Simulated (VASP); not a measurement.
# InB2As3 (P6/mmm) in VASP: notebook

InB2As3 is run at these levels: PBE; tasks: single point, relaxation of cell and atoms.

All numbers are computed with VASP 6.6.1; they aren't measurements. Logs are shortened: lines on timing, memory, paths and dates and some standing lists are left out, and cuts for length are marked.

**1. The cell of the first run**

The structure is hexagonal, space group P6/mmm (No. 191). Conventional cell: a = 4.400 Å, b = 4.400 Å, c = 7.363 Å, α = 90.00°, β = 90.00°, γ = 120.00°. In (site symmetry 6/mmm) has 2 B at 2.67 Å within 3.5 Å. Within 2.7 Å of B (site symmetry 6mm) lie 1 B at 2.03 Å and 6 As at 2.42 Å and 1 In at 2.67 Å. As (site symmetry mmm) has 4 As at 2.20 Å and 4 B at 2.42 Å within 2.9 Å.

**2. Single point, PBE**

INCAR reads:

```
ALGO = Normal ; EDIFF = 1E-7
ENCUT = 520 ; GGA = PE
ISIF = 2 ; ISMEAR = 0
LASPH = T ; LCHARG = F
LREAL = F ; LWAVE = F
NBANDS = 26 ; NELM = 100
PREC = Accurate ; SIGMA = 0.1
```

KPOINTS reads:

```
k-points
0
Gamma
  6 6 4
```

POSCAR reads:

```
InB2As3
1.0
    4.4004746600      0.0000000000      0.0000000000
   -2.2002373300      3.8109228400      0.0000000000
    0.0000000000      0.0000000000      7.3628754900
In B As
1 2 3
Direct
    0.0000000000      0.0000000000      0.0000000000
    0.0000000000      0.0000000000      0.6377493500
    0.0000000000      0.0000000000      0.3622506500
    0.5000000000      0.0000000000      0.5000000000
    0.0000000000      0.5000000000      0.5000000000
    0.5000000000      0.5000000000      0.5000000000
```

Potentials or basis: VASP PAW PBE potentials, release 64 (In_d, B, As).

Run with:

```console
> cat potpaw_PBE.64/In_d/POTCAR potpaw_PBE.64/B/POTCAR potpaw_PBE.64/As/POTCAR > POTCAR
> mpirun -np 1 vasp_std > vasp.out
```

OUTCAR:

```text
EDIFF = 1E-7
   ENCUT = 520
   GGA = PE
   ISIF = 2
   ISMEAR = 0
   LASPH = T
   LREAL = F
   NELM = 100
   PREC = Accurate

 ion  position               nearest neighbor table
   1  0.000  0.000  0.000-   2 2.67   3 2.67
   2  0.000  0.000  0.638-   3 2.03   5 2.42   6 2.42   5 2.42   6 2.42   4 2.42   4 2.42   1 2.67

   3  0.000  0.000  0.362-   2 2.03   5 2.42   6 2.42   5 2.42   6 2.42   4 2.42   4 2.42   1 2.67

   4  0.500  0.000  0.500-   5 2.20   6 2.20   6 2.20   5 2.20   2 2.42   2 2.42   3 2.42   3 2.42

   5  0.000  0.500  0.500-   4 2.20   4 2.20   6 2.20   6 2.20   2 2.42   3 2.42   2 2.42   3 2.42

   6  0.500  0.500  0.500-   4 2.20   4 2.20   5 2.20   5 2.20   2 2.42   3 2.42   2 2.42   3 2.42

  LATTYP: Found a hexagonal cell.
 ALAT       =     4.4004746600
 C/A-ratio  =     1.6732002929

  Lattice vectors:

 A1 = (   4.4004746600,   0.0000000000,   0.0000000000)
 A2 = (  -2.2002373300,   3.8109228400,   0.0000000000)
 A3 = (   0.0000000000,   0.0000000000,   7.3628754900)

Analysis of symmetry for initial positions (statically):
=====================================================================
 Subroutine PRICEL returns:
 Original cell was already a primitive cell.

 Routine SETGRP: Setting up the symmetry group for a
 hexagonal supercell.

 Subroutine GETGRP returns: Found 24 space group operations
 (whereof 24 operations were pure point group operations)
 out of a pool of 24 trial point group operations.

The static configuration has the point symmetry D_6h.

Analysis of symmetry for dynamics (positions and initial velocities):
=====================================================================
 Subroutine PRICEL returns:
 Original cell was already a primitive cell.

 Routine SETGRP: Setting up the symmetry group for a
 hexagonal supercell.

 Subroutine GETGRP returns: Found 24 space group operations
 (whereof 24 operations were pure point group operations)
 out of a pool of 24 trial point group operations.

The dynamic configuration has the point symmetry D_6h.

 Subroutine INISYM returns: Found 24 space group operations
 (whereof 24 operations are pure point group operations),
 and found     1 'primitive' translations

[... 97 lines left out ...]
   NELM   =    100;   NELMIN=  2; NELMDL= -5     # of ELM steps
   EDIFF  = 0.1E-06   stopping-criterion for ELM
   LREAL  =      F    real-space projection
   EDIFFG = 0.1E-05   stopping-criterion for IOM
   NSW    =      0    number of steps for IOM
   IBRION =     -1    ionic relax: 0-MD 1-quasi-New 2-CG
   NFREE  =      0    steps in history (QN), initial steepest desc. (CG)
   ISIF   =      2    stress and relaxation
   ISYM   =      2    0-nonsym 1-usesym 2-fastsym
   POTIM  = 0.5000    time-step for ionic-motion
   TEBEG  =    0.0;   TEEND  =   0.0 temperature during run
   PSTRESS=    0.0 pullay stress
   NELECT =      34.0000    total number of electrons
   NUPDOWN=      -1.0000    fix difference up-down
   EMIN   =  10.00;   EMAX   =-10.00  energy-range for DOS
   EFERMI =   0.00;   METHOD = LEGACY
   ISMEAR =     0;   SIGMA  =   0.10  broadening in eV -4-tet -1-fermi 0-gaus
   EFERMI_NEDOS =   21; number of points for ismear=-14 and -15
   IALGO  =     38    algorithm
   IMIX   =      4    mixing-type and parameters
     AMIX     =   0.40;   BMIX     =  1.00
     AMIX_MAG =   1.60;   BMIX_MAG =  1.00
  volume/ion in A,a.u.               =      20.58       138.87
  Fermi-wavevector in a.u.,A,eV,Ry     =   1.065063  2.012678 15.433903  1.134360
  Thomas-Fermi vector in A             =   2.200603
   LORBIT       =      0    0 simple, 1 ext, 2 COOP (PROOUT), +10 PAW based schemes
   GGA     = PE    functional components
   LHFCALC =     F    Hartree Fock is set to
   AEXX    =    0.0000 exact exchange contribution
   IVDW    =     0    specifies the selected vdW correction
   LEPSILON=     F    determine dielectric tensor
   LRPA    =     F    only Hartree local field effects (RPA)
 non-spin polarized calculation
 Gauss-broadening in eV      SIGMA  =   0.10
  energy-cutoff  :      520.00
  volume of cell :      123.47
 maximum number of plane-waves:      3357
 NGX is ok and might be reduce to    36
   NGX = 17   NGY = 17   NGZ = 27

 number of electron      34.0000007 magnetization

 Free energy of the ion-electron system (eV)
  ---------------------------------------------------
  ext. energy  EPLUGINS =         0.00000000
  ---------------------------------------------------
  free energy    TOTEN  =       -16.47423270 eV

  energy without entropy =      -16.46294126  energy(sigma->0) =      -16.46858698

 E-fermi :   4.7925     XC(G=0):  -9.1089

 val. band max:        4.7570364525   @ k =   0.3333   0.0000   0.0000
 cond. band min:       4.8001860369   @ k =   0.5000   0.0000   0.2500
 fundamental gap:      0.0431495844
 Fermi energy:         4.7925200361

 k-point     1 :       0.0000    0.0000    0.0000
  band No.  band energies     occupation
      1     -13.9006      2.00000
      2      -9.9685      2.00000
      3      -9.9685      2.00000
      4      -9.8419      2.00000
      5      -9.8261      2.00000
      6      -9.8261      2.00000
[... 598 lines left out ...]
     25       9.3553      0.00000
     26       9.3560      0.00000

------------------------ aborting loop because EDIFF is reached ----------------------------------------

  FORCE on cell =-STRESS in cart. coord.  units (eV):
  Direction    XX          YY          ZZ          XY          YZ          ZX
  --------------------------------------------------------------------------------------
  -------------------------------------------------------------------------------------
  Total       38.0366267     38.0366266     -6.4252776      0.0000000     -0.0000000      0.0000000
  in kB      493.5548686    493.5548675    -83.3729835      0.0000000     -0.0000000      0.0000000
  external PRESSURE =     301.2455842 kB  Pullay stress =       0.0000000 kB

 VOLUME and BASIS-vectors are now :
 -----------------------------------------------------------------------------
  energy-cutoff  :      520.00
  volume of cell :      123.47
      direct lattice vectors                 reciprocal lattice vectors
     4.400474660  0.000000000  0.000000000     0.227248212  0.131201817  0.000000000
    -2.200237330  3.810922840  0.000000000     0.000000000  0.262403633  0.000000000
     0.000000000  0.000000000  7.362875490     0.000000000  0.000000000  0.135816503

 POSITION                                       TOTAL-FORCE (eV/Angst)
 -----------------------------------------------------------------------------------
      0.00000      0.00000      0.00000        -0.000000      0.000000      0.000000
      0.00000      0.00000      4.69567         0.000000     -0.000000     -0.032535
      0.00000      0.00000      2.66721        -0.000000      0.000000      0.032535
      2.20024      0.00000      3.68144        -0.000000      0.000000      0.000000
     -1.10012      1.90546      3.68144        -0.000000      0.000000      0.000000
      1.10012      1.90546      3.68144        -0.000000      0.000000      0.000000
 -----------------------------------------------------------------------------------
    total drift:                                0.000000      0.000000      0.000000

  FREE ENERGIE OF THE ION-ELECTRON SYSTEM (eV)
  ---------------------------------------------------
  free  energy   TOTEN  =       -16.4742326976 eV

  energy  without entropy=      -16.4629412648  energy(sigma->0) =      -16.46858698
```

stdout:

```text
POSCAR found type information on POSCAR InB As
 POSCAR found :  3 types and       6 ions
 scaLAPACK will be used
 LDA part: xc-table for (Slater+PW92), standard interpolation
 POSCAR, INCAR and KPOINTS ok, starting setup
 FFT: planning ... GRIDC
 FFT: planning ... GRID_SOFT
 FFT: planning ... GRID
 WAVECAR not read
 entering main loop
```

It took 79 s on 1 thread of Intel Xeon Platinum 8259CL at 2.50GHz (Skylake/Cascade Lake), shared host; peak memory 0.28 GiB.

What came out:

```
Free energy            : -16.4742 eV
Pressure               : 30.1 GPa
Largest force          : 0.033 eV/Å
Band gap on the k mesh : zero (band 17 reaches 5.57 eV, above the bottom of band 18 at 4.45 eV)
```

Forces on the atoms (eV/Å):
```
In   0.000  0.000  0.000
B    0.000  0.000 -0.033
B    0.000  0.000  0.033
As   0.000  0.000  0.000
As   0.000  0.000  0.000
As   0.000  0.000  0.000
```

Stress tensor (GPa, compression positive):
```
49.36  0.00  0.00
 0.00 49.36  0.00
 0.00  0.00 -8.34
```

Caveat: spin-orbit coupling is left out, which moves the levels of the heavy elements.

**3. Single point, PBE**

This run uses another cell than the first one, of 24.22 Å³/atom, 1.177 times its volume.

INCAR reads:

```
SYSTEM = InB2As3
ALGO = Normal
EDIFF = 1E-6
ENCUT = 520
GGA = PE
ISIF = 2
ISMEAR = 0
LASPH = .True.
LCHARG = .False.
LREAL = .False.
LWAVE = .False.
NBANDS = 26
NELM = 80
PREC = Accurate
SIGMA = 0.1
```

KPOINTS reads:

```
k-points
0
Gamma
  6 6 4
  0 0 0
```

POSCAR reads:

```
InB2As3
1.0
    5.3749169263      0.0000000000      0.0000000000
   -2.6874584632      4.6548146014      0.0000000000
    0.0000000000      0.0000000000      5.8081849424
In B As
1 2 3
Direct
    0.0000000000      0.0000000000      0.0000000000
    0.0000000000      0.0000000000      0.6353411043
    0.0000000000      0.0000000000      0.3646588957
    0.5000000000      0.0000000000      0.5000000000
    0.0000000000      0.5000000000      0.5000000000
    0.5000000000      0.5000000000      0.5000000000
```

Potentials or basis: VASP PAW PBE potentials, release 64 (In_d, B, As).

Run with:

```console
> cat potpaw_PBE.64/In_d/POTCAR potpaw_PBE.64/B/POTCAR potpaw_PBE.64/As/POTCAR > POTCAR
> mpirun -np 1 vasp_std > vasp.out
```

It took 77 s on 1 thread of Intel Xeon Platinum 8259CL at 2.50GHz (Skylake/Cascade Lake), shared host; peak memory 0.3 GiB.

Results (log left out):

```
Free energy            : -24.1594 eV
Pressure               : 0.2 GPa
Largest force          : 0.048 eV/Å
Band gap on the k mesh : zero (band 17 reaches 3.88 eV, above the bottom of band 18 at 2.70 eV)
```

Forces in eV/Å, atoms in the order of the input:
```
In   0.000  0.000  0.000
B    0.000  0.000  0.048
B    0.000  0.000 -0.048
As   0.000  0.000  0.000
As   0.000  0.000  0.000
As   0.000  0.000  0.000
```

Stress tensor (GPa, compression positive):
```
0.25 0.00 0.00
0.00 0.25 0.00
0.00 0.00 0.12
```

Levels at points of the mesh, in eV from the Fermi level:
```csv
k point,band 15,band 16,band 17,band 18,band 19,band 20
"(0.00, 0.00, 0.00)",-1.73,0.56,0.56,1.94,1.94,2.10
"(0.50, 0.00, 0.00)",-1.52,-0.78,-0.63,-0.29,0.25,0.89
"(0.00, 0.00, 0.50)",-2.43,0.16,0.16,0.36,0.36,1.76
"(0.50, 0.00, 0.50)",-1.21,-1.20,-1.12,-0.62,0.63,0.96
```

Caveat: spin-orbit coupling is left out, which moves the levels of the heavy elements.

**4. Relaxation of cell and atoms, PBE**

INCAR reads:

```
SYSTEM = InB2As3
ALGO     = Normal         ! electronic algorithm
EDIFF    = 1E-6           ! SCF threshold, eV
EDIFFG   = -0.04          ! ionic threshold
ENCUT    = 600            ! plane-wave cutoff, eV
GGA      = PE             ! functional
IBRION   = 2              ! ionic algorithm
ISIF     = 3              ! what is computed and relaxed
ISMEAR   = 0              ! smearing method
LASPH    = .True.         ! aspherical terms in the spheres
LCHARG   = .False.        ! write CHGCAR
LREAL    = .False.        ! projectors in reciprocal space
LWAVE    = .False.        ! write WAVECAR
NELM     = 100            ! most SCF steps
NSW      = 90             ! ionic steps
PREC     = Accurate       ! precision mode
SIGMA    = 0.1            ! smearing width, eV
```

KPOINTS is that of step 3.

POSCAR reads:

```
InB2As3
1.0
    4.4004746600      0.0000000000      0.0000000000
   -2.2002373300      3.8109228400      0.0000000000
    0.0000000000      0.0000000000      7.3628754900
In B As
1 2 3
Direct
    0.0000000000      0.0000000000      0.0000000000
    0.0000000000      0.0000000000      0.6377493500
    0.0000000000      0.0000000000      0.3622506500
    0.5000000000      0.0000000000      0.5000000000
    0.0000000000      0.5000000000      0.5000000000
    0.5000000000      0.5000000000      0.5000000000
```

Run with:

```console
> cat potpaw_PBE.64/In_d/POTCAR potpaw_PBE.64/B/POTCAR potpaw_PBE.64/As/POTCAR > POTCAR
> mpirun -np 1 vasp_std > vasp.out
```

It took 11 min on 1 thread of Intel Xeon Platinum 8259CL at 2.50GHz (Skylake/Cascade Lake), shared host; peak memory 0.32 GiB.

Results (log left out):

| Property | Result |
| --- | --- |
| Free energy | -24.1563 eV |
| Relaxed volume | 24.32 Å³/atom |
| Relaxed cell | a = 5.388 Å, b = 5.388 Å, c = 5.804 Å, α = 90.00°, β = 90.00°, γ = 120.00° |
| Space group after relaxing (to 0.05 Å) | P6/mmm (No. 191) |
| Energy gained by relaxing | 1280.1 meV/atom |
| Ionic steps | 12 |
| Pressure after relaxing | 0.0 GPa |
| Largest force after relaxing | 0.011 eV/Å |
| Band gap on the k mesh | zero (band 17 reaches 3.84 eV, above the bottom of band 18 at 2.66 eV) |

Forces in eV/Å, atoms in the order of the input:
```
In   0.000  0.000  0.000
B    0.000  0.000  0.011
B    0.000  0.000 -0.011
As   0.000  0.000  0.000
As   0.000  0.000  0.000
As   0.000  0.000  0.000
```

Stress tensor (GPa, compression positive):
```
-0.12  0.00  0.00
 0.00 -0.12  0.00
 0.00  0.00  0.21
```

The path:
| step | energy change (eV) | largest force (eV/Å) | pressure (GPa) | volume (Å³) |
| --- | --- | --- | --- | --- |
| 1 | 0.0000 | 0.0337 | 30.13 | 123.47 |
| 2 | -5.2545 | 2.0688 | -7.99 | 199.68 |
| 3 | -5.8100 | 1.5391 | -3.30 | 169.50 |
| 4 | -5.8261 | 1.7150 | -4.06 | 173.03 |
| 5 | -6.9635 | 0.4998 | -3.36 | 160.73 |
| 6 | -7.1495 | 2.9954 | -1.84 | 155.75 |
| 7 | -7.5927 | 2.3262 | 1.35 | 144.45 |
| 8 | -7.5940 | 2.3833 | 1.18 | 144.80 |
| 9 | -7.5520 | 2.4927 | -0.72 | 146.82 |
| 10 | -7.6777 | 0.0959 | 0.14 | 145.66 |
| 11 | -7.6777 | 0.0527 | 0.16 | 145.64 |
| 12 | -7.6806 | 0.0106 | -0.01 | 145.93 |

Final structure:
```
CELL_PARAMETERS angstrom
5.38816 0.00000 0.00000
-2.69408 4.66628 0.00000
0.00000 0.00000 5.80422
ATOMIC_POSITIONS crystal
In 0.00000 0.00000 0.00000
B 0.00000 0.00000 0.63541
B 0.00000 0.00000 0.36459
As 0.50000 0.00000 0.50000
As 0.00000 0.50000 0.50000
As 0.50000 0.50000 0.50000
```

Levels at points of the mesh, in eV from the Fermi level:
```
           k point  band 15  band 16  band 17  band 18  band 19  band 20
(0.00, 0.00, 0.00)    -1.72     0.55     0.55     1.93     2.12     2.12
(0.50, 0.00, 0.00)    -1.51    -0.77    -0.63    -0.28     0.24     0.87
(0.00, 0.00, 0.50)    -2.42     0.17     0.17     0.35     0.35     1.79
(0.50, 0.00, 0.50)    -1.20    -1.19    -1.10    -0.62     0.61     0.94
```

Caveat: the volume moved by over 15 % at a fixed basis, so the end points are rough; spin-orbit coupling is left out, which moves the levels of the heavy elements.

**5. Single point, PBE**

This run uses another cell than the first one, of 24.42 Å³/atom, 1.187 times its volume.

INCAR reads:

```
PREC = Accurate ; ENCUT = 520
EDIFF = 1E-7 ; ISMEAR = 0
SIGMA = 0.1 ; LREAL = False
LASPH = True ; NELM = 80
ALGO = Normal ; ISIF = 2
LWAVE = False ; LCHARG = False
GGA = PE ; NBANDS = 26
```

KPOINTS reads:

```
regular mesh
0
Gamma
  12 12 8
```

POSCAR reads:

```
InB2As3
1.0
    5.3990427316      0.0000000000      0.0000000000
   -2.6995213658      4.6757081616      0.0000000000
    0.0000000000      0.0000000000      5.8042232908
In B As
1 2 3
Direct
    0.0000000000      0.0000000000      0.0000000000
    0.0000000000      0.0000000000      0.6348276633
    0.0000000000      0.0000000000      0.3651723367
    0.5000000000      0.0000000000      0.5000000000
    0.0000000000      0.5000000000      0.5000000000
    0.5000000000      0.5000000000      0.5000000000
```

Run with:

```console
> cat potpaw_PBE.64/In_d/POTCAR potpaw_PBE.64/B/POTCAR potpaw_PBE.64/As/POTCAR > POTCAR
> mpirun -np 1 vasp_std > vasp.out
```

It took 6.9 min on 1 thread of Intel Xeon Platinum 8259CL at 2.50GHz (Skylake/Cascade Lake), shared host; peak memory 0.51 GiB.

The run converged. Its results:

```
Free energy            : -24.1671 eV
Pressure               : 0.0 GPa
Largest force          : 0.036 eV/Å
Band gap on the k mesh : zero (band 17 reaches 3.80 eV, above the bottom of band 18 at 2.66 eV)
```

Forces on the atoms (eV/Å):
```
In   0.000  0.000  0.000
B    0.000  0.000  0.036
B    0.000  0.000 -0.036
As   0.000  0.000  0.000
As   0.000  0.000  0.000
As   0.000  0.000  0.000
```

Stress tensor (GPa, compression positive):
```
 0.05  0.00  0.00
 0.00  0.05  0.00
 0.00  0.00 -0.11
```

Levels at points of the mesh, in eV from the Fermi level:
```csv
k point,band 13,band 14,band 15,band 16,band 17,band 18,band 19,band 20,band 21,band 22
"(0.00, 0.00, 0.00)",-5.58,-5.58,-1.68,0.58,0.58,1.96,1.96,2.20,2.20,2.82
"(0.50, 0.00, 0.00)",-2.83,-2.80,-1.46,-0.74,-0.57,-0.23,0.27,0.90,1.32,2.03
"(0.00, 0.00, 0.50)",-5.44,-2.82,-2.38,0.22,0.22,0.37,0.37,1.83,3.08,3.08
"(0.50, 0.00, 0.50)",-2.75,-2.64,-1.15,-1.15,-1.04,-0.56,0.64,0.97,2.24,2.24
```

Caveat: spin-orbit coupling is left out, which moves the levels of the heavy elements.

**6. Overview**

| task | cell | k mesh | cutoff (eV) | gap on the mesh (eV) | pressure (GPa) | largest force (eV/Å) |
| --- | --- | --- | --- | --- | --- | --- |
| single point | a = 4.400, b = 4.400, c = 7.363 Å, angles 90.0, 90.0, 120.0°, 6 atoms | 6 × 6 × 4 | 520 | none | 30.1 | 0.03 |
| single point | a = 5.375, b = 5.375, c = 5.808 Å, angles 90.0, 90.0, 120.0°, 6 atoms | 6 × 6 × 4 | 520 | none | 0.2 | 0.05 |
| relaxation of cell and atoms | relaxed from a = 4.400, b = 4.400, c = 7.363 Å, angles 90.0, 90.0, 120.0°, 6 atoms | 6 × 6 × 4 | 600 | none | 0.0 | 0.01 |
| single point | a = 5.399, b = 5.399, c = 5.804 Å, angles 90.0, 90.0, 120.0°, 6 atoms | 12 × 12 × 8 | 520 | none | 0.0 | 0.04 |

Alike in all rows: level PBE; potentials or basis VASP PAW PBE potentials, release 64 (In_d, B, As); no spin polarisation; smearing gaussian 0.1 eV.

Caveats: spin-orbit coupling is left out, which moves the levels of the heavy elements; the volume moved by over 15 % at a fixed basis, so the end points are rough (some runs).

Absolute energies hang on the potentials; compare differences alone.
